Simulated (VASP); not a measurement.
The system is MgO.

```
Mg O
1.0
     0.01872    2.09986    2.09986
     2.09986    0.01872    2.09986
     2.09986    2.09986    0.01872
Mg O
1 1
Direct
  0.00000 0.00000 0.00000
  0.50000 0.50000 0.50000
```

This cell differs from its parent crystal: epitaxial 111 strain -1.0%.

Base run:

* Program: VASP 6.6.1
* Functional: r2SCAN
* Potentials or basis: VASP PAW PBE potentials, release 64 (Mg, O)
* Cutoff: 520 eV
* k mesh: 10 × 10 × 10
* Occupations: gaussian, width 0.01 eV
* Spin: no spin polarisation

Its results: band gap on the k mesh 5.79 eV, direct; pressure 1.7 GPa.

Problem. The run is repeated on the same cell with these changes: functional from r2SCAN to PBE; occupations from gaussian, width 0.01 eV to fermi-dirac, width 0.02 eV. What comes out?

Solution. Band gap on the k mesh 4.91 eV, direct; pressure 7.9 GPa.

Caveats: the PAW data sets were made with another functional, which shifts forces and pressure a little (some runs).

